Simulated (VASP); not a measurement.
# MoS2 in VASP: notebook

MoS2 is run at these levels: PBE+D3(BJ); tasks: single point.

Program: VASP 6.6.1. These are calculated values, not measurements. Logs are shortened: lines on timing, memory, paths and dates and some standing lists are left out, and cuts for length are marked.

**1. The cell of the first run**

The cell holds a slab with vacuum, 3 atoms: a = 3.155 Å, b = 3.155 Å, c = 23.103 Å, α = 90.00°, β = 90.00°, γ = 120.00°.

**2. Single point, PBE+D3(BJ), collinear spin**

Input file INCAR:

```
PREC     = Accurate       # precision mode
ENCUT    = 520            # plane-wave cutoff, eV
EDIFF    = 1E-7           # SCF threshold, eV
ISMEAR   = 0              # smearing method
SIGMA    = 0.05           # smearing width, eV
LREAL    = F              # projectors in reciprocal space
LASPH    = T              # aspherical terms in the spheres
NELM     = 150            # most SCF steps
ALGO     = Normal         # electronic algorithm
ISIF     = 2              # what is computed and relaxed
LWAVE    = F              # write WAVECAR
LCHARG   = F              # write CHGCAR
ISPIN    = 2              # spin polarisation
MAGMOM   = 0 0 1          # initial moments
LORBIT   = 11             # projections on sites
LMAXMIX  = 4              # l up to which the mixer works
LDIPOL   = T            
IDIPOL   = 3            
DIPOL    = 0.5 0.5 0.500
GGA      = PE             # functional
IVDW     = 12             # dispersion correction
NBANDS   = 24             # bands
```

Input file KPOINTS:

```
Automatic mesh
0
Gamma
  12 12 1
```

Input file POSCAR:

```
MoS2
1.0
    3.1546236268     -0.0000000029      0.0000000000
   -1.5773118109      2.7319842016      0.0000000000
    0.0000000000      0.0000000000     23.1030829808
S Mo
2 1
Direct
    0.6666666667      0.3333333333      0.4321369132
    0.6666666667      0.3333333333      0.5678556547
    0.3333333333      0.6666666667      0.4999954661
```

Potentials or basis: VASP PAW PBE potentials, release 64 (S, Mo_sv).

Started as:

```console
$ cat potpaw_PBE.64/S/POTCAR potpaw_PBE.64/Mo_sv/POTCAR > POTCAR
$ mpirun -np 1 vasp_std > vasp.out
```

OUTCAR:

```text
PREC = Accurate
   ENCUT = 520
   EDIFF = 1E-7
   ISMEAR = 0
   LREAL = F
   LASPH = T
   NELM = 150
   ISIF = 2
   ISPIN = 2
   LORBIT = 11
   GGA = PE
   IVDW = 12
 IVDW          = 12

 ion  position               nearest neighbor table
   1  0.667  0.333  0.432-   3 2.40   3 2.40   3 2.40
   2  0.667  0.333  0.568-   3 2.40   3 2.40   3 2.40
   3  0.333  0.667  0.500-   1 2.40   1 2.40   1 2.40   2 2.40   2 2.40   2 2.40

  LATTYP: Found a hexagonal cell.
 ALAT       =     3.1546236268
 C/A-ratio  =     7.3235624004

  Lattice vectors:

 A1 = (   3.1546236268,  -0.0000000029,   0.0000000000)
 A2 = (  -1.5773118109,   2.7319842016,   0.0000000000)
 A3 = (   0.0000000000,   0.0000000000,  23.1030829808)

Analysis of symmetry for initial positions (statically):
=====================================================================
 Subroutine PRICEL returns:
 Original cell was already a primitive cell.

 Routine SETGRP: Setting up the symmetry group for a
 hexagonal supercell.

 Subroutine GETGRP returns: Found 12 space group operations
 (whereof  6 operations were pure point group operations)
 out of a pool of 24 trial point group operations.

The static configuration has the point symmetry C_3v.
 The point group associated with its full space group is D_3h.

Analysis of symmetry for dynamics (positions and initial velocities):
=====================================================================
 Subroutine PRICEL returns:
 Original cell was already a primitive cell.

 Routine SETGRP: Setting up the symmetry group for a
 hexagonal supercell.

 Subroutine GETGRP returns: Found 12 space group operations
 (whereof  6 operations were pure point group operations)
 out of a pool of 24 trial point group operations.

The dynamic configuration has the point symmetry C_3v.
 The point group associated with its full space group is D_3h.

Analysis of structural, dynamic, and magnetic symmetry:
=====================================================================
 Subroutine PRICEL returns:
 Original cell was already a primitive cell.

 Routine SETGRP: Setting up the symmetry group for a
 hexagonal supercell.

 Subroutine GETGRP returns: Found 12 space group operations
 (whereof  6 operations were pure point group operations)
 out of a pool of 24 trial point group operations.

The overall configuration has the point symmetry C_3v.
 The point group associated with its full space group is D_3h.

 Subroutine INISYM returns: Found 12 space group operations
 (whereof  6 operations are pure point group operations),
 and found     1 'primitive' translations

----------------------------------------------------------------------------------------

                                     Primitive cell

  volume of cell :     199.1112

  direct lattice vectors                    reciprocal lattice vectors
     3.154623627 -0.000000003  0.000000000     0.316995027  0.183017164  0.000000000
    -1.577311811  2.731984202  0.000000000     0.000000000  0.366034328  0.000000000
     0.000000000  0.000000000 23.103082981     0.000000000  0.000000000  0.043284266

  length of vectors
     3.154623627  3.154623627 23.103082981     0.366034328  0.366034328  0.043284266

  position of ions in fractional coordinates (direct lattice)
     0.666666667  0.333333333  0.432136913
     0.666666667  0.333333333  0.567855655
     0.333333333  0.666666667  0.499995466

  ion indices of the primitive-cell ions
   primitive index   ion index
                 1           1
                 2           2
                 3           3

----------------------------------------------------------------------------------------

 KPOINTS: Automatic mesh

Automatic generation of k-mesh.
 Grid dimensions read from file:
 generate k-points for:   12   12    1

 Generating k-lattice:

  Cartesian coordinates                     Fractional coordinates (reciprocal lattice)
     0.026416252  0.015251430  0.000000000     0.083333333 -0.000000000  0.000000000
     0.000000000  0.030502861  0.000000000     0.000000000  0.083333333  0.000000000
     0.000000000  0.000000000  0.043284266     0.000000000  0.000000000  1.000000000

  Length of vectors
     0.030502861  0.030502861  0.043284266

  Shift w.r.t. Gamma in fractional coordinates (k-lattice)
     0.000000000  0.000000000  0.000000000

 Subroutine IBZKPT returns following result:
 ===========================================

 Found     19 irreducible k-points:

 Following reciprocal coordinates:
            Coordinates               Weight
  0.000000  0.000000  0.000000      1.000000
  0.083333 -0.000000  0.000000      6.000000
  0.166667 -0.000000  0.000000      6.000000
  0.250000 -0.000000  0.000000      6.000000
  0.333333 -0.000000  0.000000      6.000000
  0.416667 -0.000000  0.000000      6.000000
[... 11 lines left out ...]
  0.333333  0.250000  0.000000     12.000000
  0.333333  0.333333  0.000000      2.000000
   k-points           NKPTS =     19   k-points in BZ     NKDIM =     19   number of bands    NBANDS=     24
   number of dos      NEDOS =    301   number of ions     NIONS =      3
   total plane-waves  NPLWV = 103680
   dimension x,y,z NGX =    24 NGY =   24 NGZ =  180
   dimension x,y,z NGXF=    48 NGYF=   48 NGZF=  360
   ions per type =               2   1
   NGX,Y,Z   is equivalent  to a cutoff of  12.65, 12.65, 12.95 a.u.
   NGXF,Y,Z  is equivalent  to a cutoff of  25.30, 25.30, 25.91 a.u.
 SYSTEM =  unknown system
   PREC   = accura    normal or accurate (medium, high low for compatibility)
   ISTART =      0    job   : 0-new  1-cont  2-samecut
   ICHARG =      2    charge: 1-file 2-atom 10-const
   ISPIN  =      2    spin polarized calculation?
   LNONCOLLINEAR =      F non collinear calculations
   LSORBIT =      F    spin-orbit coupling
   LASPH  =      T    aspherical Exc in radial PAW
   ENCUT  =  520.0 eV  38.22 Ry    6.18 a.u.   5.87  5.87 42.96*2*pi/ulx,y,z
   NELM   =    150;   NELMIN=  2; NELMDL= -5     # of ELM steps
   EDIFF  = 0.1E-06   stopping-criterion for ELM
   LREAL  =      F    real-space projection
   EDIFFG = 0.1E-05   stopping-criterion for IOM
   NSW    =      0    number of steps for IOM
   IBRION =     -1    ionic relax: 0-MD 1-quasi-New 2-CG
   NFREE  =      0    steps in history (QN), initial steepest desc. (CG)
   ISIF   =      2    stress and relaxation
   ISYM   =      2    0-nonsym 1-usesym 2-fastsym
   POTIM  = 0.5000    time-step for ionic-motion
   TEBEG  =    0.0;   TEEND  =   0.0 temperature during run
   PSTRESS=    0.0 pullay stress
   NELECT =      26.0000    total number of electrons
   NUPDOWN=      -1.0000    fix difference up-down
   EMIN   =  10.00;   EMAX   =-10.00  energy-range for DOS
   EFERMI =   0.00;   METHOD = LEGACY
   ISMEAR =     0;   SIGMA  =   0.05  broadening in eV -4-tet -1-fermi 0-gaus
   EFERMI_NEDOS =   21; number of points for ismear=-14 and -15
   IALGO  =     38    algorithm
   IMIX   =      4    mixing-type and parameters
     AMIX     =   0.40;   BMIX     =  1.00
     AMIX_MAG =   1.60;   BMIX_MAG =  1.00
  volume/ion in A,a.u.               =      66.37       447.89
  Fermi-wavevector in a.u.,A,eV,Ry     =   0.830553  1.569518  9.385549  0.689818
  Thomas-Fermi vector in A             =   1.943290
   LORBIT       =     11    0 simple, 1 ext, 2 COOP (PROOUT), +10 PAW based schemes
   GGA     = PE    functional components
   LHFCALC =     F    Hartree Fock is set to
   AEXX    =    0.0000 exact exchange contribution
   IVDW    =    12    specifies the selected vdW correction
   LEPSILON=     F    determine dielectric tensor
   LRPA    =     F    only Hartree local field effects (RPA)
 spin polarized calculation
 Gauss-broadening in eV      SIGMA  =   0.05
  energy-cutoff  :      520.00
  volume of cell :      199.11
 maximum number of plane-waves:      5398
 NGX is ok and might be reduce to    24
   NGX = 11   NGY = 11   NGZ = 85

 dipolmoment           0.000000      0.000000      0.000000 electrons x Angstroem

 number of electron      25.9999999 magnetization       0.0000051

 dipolmoment           0.000000      0.000000     -0.000258 electrons x Angstroem

 Free energy of the ion-electron system (eV)
  ---------------------------------------------------
  ext. energy  EPLUGINS =         0.00000000
  ---------------------------------------------------
  free energy    TOTEN  =       -21.84431642 eV

  energy without entropy =      -21.84431642  energy(sigma->0) =      -21.84431642

 E-fermi :  -2.1504     XC(G=0):  -3.3357

 val. band max:       -2.4712824220   @ k =   0.3333   0.3333   0.0000
 cond. band min:      -0.6915486247   @ k =   0.3333   0.3333   0.0000
 fundamental gap:      1.7797337974
 Fermi energy:        -2.1504142207

 spin component 1

 k-point     1 :       0.0000    0.0000    0.0000
  band No.  band energies     occupation
      1     -63.3074      1.00000
      2     -37.4665      1.00000
      3     -37.2290      1.00000
      4     -37.2290      1.00000
      5     -16.6294      1.00000
      6     -15.3287      1.00000
[... 16 lines left out ...]
     23       5.2321      0.00000
     24       6.3895      0.00000

 k-point     2 :       0.0833   -0.0000    0.0000
  band No.  band energies     occupation
      1     -63.3046      1.00000
      2     -37.4611      1.00000
      3     -37.2570      1.00000
      4     -37.2354      1.00000
      5     -16.5231      1.00000
      6     -15.2843      1.00000
[... 16 lines left out ...]
     23       5.3794      0.00000
     24       6.5198      0.00000
[... 430 lines left out ...]
     23       8.6378      0.00000
     24       8.7362      0.00000

 k-point    19 :       0.3333    0.3333    0.0000
  band No.  band energies     occupation
      1     -63.2600      1.00000
      2     -37.5336      1.00000
      3     -37.4882      1.00000
      4     -37.3741      1.00000
      5     -14.3902      1.00000
      6     -14.3656      1.00000
[... 16 lines left out ...]
     23       9.2876      0.00000
     24       9.3315      0.00000
 Fermi energy:        -2.1504142207

 spin component 2

 k-point     1 :       0.0000    0.0000    0.0000
  band No.  band energies     occupation
      1     -63.3074      1.00000
      2     -37.4665      1.00000
      3     -37.2290      1.00000
      4     -37.2290      1.00000
      5     -16.6294      1.00000
      6     -15.3287      1.00000
[... 16 lines left out ...]
     23       5.2487      0.00000
     24       6.4113      0.00000

 k-point     2 :       0.0833   -0.0000    0.0000
  band No.  band energies     occupation
      1     -63.3046      1.00000
      2     -37.4611      1.00000
      3     -37.2570      1.00000
      4     -37.2354      1.00000
      5     -16.5231      1.00000
      6     -15.2843      1.00000
[... 16 lines left out ...]
     23       5.3957      0.00000
     24       6.5419      0.00000
[... 430 lines left out ...]
     23       8.6685      0.00000
     24       8.7410      0.00000

 k-point    19 :       0.3333    0.3333    0.0000
  band No.  band energies     occupation
      1     -63.2600      1.00000
      2     -37.5336      1.00000
      3     -37.4882      1.00000
      4     -37.3741      1.00000
      5     -14.3902      1.00000
      6     -14.3656      1.00000
[... 16 lines left out ...]
     23       9.2897      0.00000
     24       9.3328      0.00000

------------------------ aborting loop because EDIFF is reached ----------------------------------------

 vacuum level on the upper side and lower side of the slab       (xc-potential included)        -0.004         0.001

 Edisp (eV)   -0.95746

 E8    (eV) :    -0.4142

  FORCE on cell =-STRESS in cart. coord.  units (eV):
  Direction    XX          YY          ZZ          XY          YZ          ZX
  --------------------------------------------------------------------------------------
  -------------------------------------------------------------------------------------
  Total      -0.06669    -0.06669    -0.09552     0.00000     0.00000     0.00000
  in kB      -0.53663    -0.53663    -0.76859     0.00000     0.00000     0.00000
  external pressure =       -0.61 kB  Pullay stress =        0.00 kB

 VOLUME and BASIS-vectors are now :
 -----------------------------------------------------------------------------
  energy-cutoff  :      520.00
  volume of cell :      199.11
      direct lattice vectors                 reciprocal lattice vectors
     3.154623627 -0.000000003  0.000000000     0.316995027  0.183017164  0.000000000
    -1.577311811  2.731984202  0.000000000     0.000000000  0.366034328  0.000000000
     0.000000000  0.000000000 23.103082981     0.000000000  0.000000000  0.043284266

 POSITION                                       TOTAL-FORCE (eV/Angst)
 -----------------------------------------------------------------------------------
      1.57731      0.91066      9.98369        -0.000000      0.000000      0.022104
      1.57731      0.91066     13.11922        -0.000000     -0.000000     -0.022104
      0.00000      1.82132     11.55144         0.000000      0.000000     -0.000000
 -----------------------------------------------------------------------------------
    total drift:                                0.000000     -0.000000     -0.038226

  FREE ENERGIE OF THE ION-ELECTRON SYSTEM (eV)
  ---------------------------------------------------
  free  energy   TOTEN  =       -22.8017736273 eV

  energy  without entropy=      -22.8017736273  energy(sigma->0) =      -22.80177363

 vacuum level on the upper side and lower side of the slab         3.416         3.421

 total charge

# of ion       s       p       d       tot
------------------------------------------
    1        1.363   2.343   0.000   3.706
    2        1.363   2.343   0.000   3.706
    3        2.292   6.223   3.953  12.469
--------------------------------------------------
tot          5.019  10.909   3.953  19.882

 magnetization (x)

# of ion       s       p       d       tot
------------------------------------------
    1       -0.000  -0.000   0.000  -0.000
    2       -0.000  -0.000   0.000  -0.000
    3       -0.000  -0.000  -0.000  -0.000
--------------------------------------------------
tot         -0.000  -0.000  -0.000  -0.000
```

Run time: 8.3 min. Hardware: 1 thread of Intel Xeon 8259CL, shared host; peak memory 0.47 GiB.

Results:

```
Free energy                                           : -22.8018 eV
Largest force                                         : 0.022 eV/Å
Band gap on the k mesh                                : 1.78 eV
Net moment                                            : 0.00 μB per cell
Valence electrons inside the program's atomic spheres : S 3.71; Mo 12.47
Dispersion energy per atom                            : -0.319 eV
```

Forces on the atoms (eV/Å):
```
S    0.000  0.000  0.022
S    0.000  0.000 -0.022
Mo   0.000  0.000  0.000
```

**3. Single point, PBE+D3(BJ), collinear spin**

This run uses another cell than the first one.

Input file INCAR:

```
SYSTEM = MoS2
PREC     = Accurate       ! precision mode
ENCUT    = 520            ! plane-wave cutoff, eV
EDIFF    = 1E-6           ! SCF threshold, eV
ISMEAR   = 0              ! smearing method
SIGMA    = 0.05           ! smearing width, eV
LREAL    = .False.        ! projectors in reciprocal space
LASPH    = .True.         ! aspherical terms in the spheres
NELM     = 150            ! most SCF steps
ALGO     = Normal         ! electronic algorithm
ISIF     = 2              ! what is computed and relaxed
LWAVE    = .False.        ! write WAVECAR
LCHARG   = .True.         ! write CHGCAR
ISPIN    = 2              ! spin polarisation
MAGMOM   = 0 0 1          ! initial moments
LORBIT   = 11             ! projections on sites
LMAXMIX  = 4              ! l up to which the mixer works
LDIPOL   = .True.       
IDIPOL   = 3            
DIPOL    = 0.5 0.5 0.500
GGA      = PE             ! functional
IVDW     = 12             ! dispersion correction
LELF     = .True.         ! ELF
LVHAR    = .True.       
LVACPOTAV= .True.       
NBANDS   = 24             ! bands
```

Input file KPOINTS:

```
Automatic mesh
0
Gamma
  12 12 1
  0 0 0
```

Input file POSCAR:

```
MoS2
1.0
    3.1837189500      0.0000000000      0.0000000000
   -1.5918594700      2.7571814900      0.0000000000
    0.0000000000      0.0000000000     23.1030829808
S Mo
2 1
Direct
    0.6666666700      0.3333333400      0.4328426647
    0.6666666700      0.3333333400      0.5671573353
    0.3333333300      0.6666666600      0.4999880340
```

Potentials or basis: VASP PAW PBE potentials, release 64 (S, Mo_sv).

Started as:

```console
$ cat potpaw_PBE.64/S/POTCAR potpaw_PBE.64/Mo_sv/POTCAR > POTCAR
$ mpirun -np 1 vasp_std > vasp.out
```

Run time: 7.3 min. Hardware: 1 thread of Intel Xeon 8259CL, shared host; peak memory 0.48 GiB.

The run converged. Its results:

```
Free energy                                           : -22.7932 eV
Largest force                                         : 0.106 eV/Å
Band gap on the k mesh                                : 1.60 eV (least direct gap 1.66 eV)
Net moment                                            : 0.00 μB per cell
Valence electrons inside the program's atomic spheres : S 3.71; Mo 12.45
Dispersion energy per atom                            : -0.314 eV
```

Forces in eV/Å, atoms in the order of the input:
```
S    0.000  0.000 -0.106
S    0.000  0.000  0.098
Mo   0.000  0.000  0.008
```

Levels at points of the mesh, in eV from the valence-band top:
Spin up:
| k point | band 11 | band 12 | band 13 | band 14 | band 15 | band 16 |
| --- | --- | --- | --- | --- | --- | --- |
| (0.00, 0.00, 0.00) | -1.58 | -1.58 | 0.00 | 2.73 | 2.73 | 3.01 |
| (0.50, 0.00, 0.00) | -1.89 | -1.04 | -0.66 | 2.20 | 2.72 | 3.87 |
Spin down:
| k point | band 10 | band 11 | band 12 | band 13 | band 14 | band 15 | band 16 | band 17 |
| --- | --- | --- | --- | --- | --- | --- | --- | --- |
| (0.00, 0.00, 0.00) | -1.78 | -1.58 | -1.58 | 0.00 | 2.73 | 2.73 | 3.01 | 3.01 |
| (0.50, 0.00, 0.00) | -3.24 | -1.89 | -1.04 | -0.66 | 2.20 | 2.72 | 3.87 | 4.32 |
